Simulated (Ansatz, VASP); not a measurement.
**One calculation of Se, two programs**

File INCAR:

```
SYSTEM = Se
PREC     = Accurate       ! precision mode
ENCUT    = 600            ! plane-wave cutoff, eV
EDIFF    = 1E-6           ! SCF threshold, eV
ISMEAR   = 0              ! smearing method
SIGMA    = 0.02           ! smearing width, eV
LREAL    = .False.        ! projectors in reciprocal space
LASPH    = .True.         ! aspherical terms in the spheres
NELM     = 60             ! most SCF steps
ALGO     = Normal         ! electronic algorithm
ISIF     = 3              ! what is computed and relaxed
LWAVE    = .False.        ! write WAVECAR
LCHARG   = .False.        ! write CHGCAR
GGA      = CA             ! functional
IBRION   = 2              ! ionic algorithm
NSW      = 100            ! ionic steps
EDIFFG   = -0.005         ! ionic threshold
```

The input KPOINTS:

```
regular mesh
0
Gamma
  9 9 6
  0 0 0
```

File POSCAR:

```
Se
1.0
    4.3662000000      0.0000000000      0.0000000000
   -2.1831000000      3.7812401180      0.0000000000
    0.0000000000      0.0000000000      4.9536000000
Se
3
Direct
    0.2254000000      0.0000000000      0.3333333333
    0.0000000000      0.2254000000      0.6666666667
    0.7746000000      0.7746000000      0.0000000000
```

Input for Ansatz:

```yaml
crystal:
  lattice:
    - [4.3662, 0.0, 0.0]
    - [-2.1831, 3.781240118, 0.0]
    - [0.0, 0.0, 4.9536]
  atoms:
    - { symbol: Se, position: [0.2254, 0.0, 0.3333333333] }
    - { symbol: Se, position: [0.0, 0.2254, 0.6666666667] }
    - { symbol: Se, position: [0.7746, 0.7746, 0.0] }
basis:
  ecutwfc: 420
kpoints:
  mp_grid: { grid: [9, 9, 6] }
hamiltonian:
  xc: lda
scf:
  occupations: { method: gaussian, width: 0.02 }
output:
  forces: true
  stress: true
  eigenvalues: true
  write_density: true
  write_potential: true
  elf: true
  volumetric_format: npy
relax:
  adjacent_minimum: "off"
  f_tol: 0.005
  max_steps: 80
  cell: { stress_tol: 0.05 }
```

Alike in both runs: task relaxation of cell and atoms; functional LDA; k mesh 9 × 9 × 6; occupations gaussian, width 0.02 eV; no spin polarisation.

|  | VASP | Ansatz |
| --- | --- | --- |
| version | VASP 6.6.1 | Ansatz 0.2.0 |
| potentials or method | VASP PAW LDA potentials, release 64 (Se), cutoff 600 eV | scalar-relativistic, plane waves, PAW |
| valence electrons in the cell | 18 | 48 |

VASP gave:

```
gap on the k mesh at the Fermi level, each at its own relaxed structure (eV)  : 0.27
relaxed volume (Å³/atom)                                                      : 23.03
relaxed length of the cell vector where the two differ most in proportion (Å) : 5.126
```

Problem. What did Ansatz give for the same quantities?

Solution. gap on the k mesh at the Fermi level, each at its own relaxed structure (eV): 0.29; relaxed volume (Å³/atom): 23.04; relaxed length of the cell vector where the two differ most in proportion (Å): 5.118.

LDA's correlation is that of Perdew and Zunger in VASP and of Perdew and Wang (1992) in Ansatz. VASP's potentials hold 18 valence electrons a cell and Ansatz's 48, so a difference there can come from the potentials and not from the codes.

Noted on VASP's run: the volume moved by over 15 % at a fixed basis, so the end points are rough.
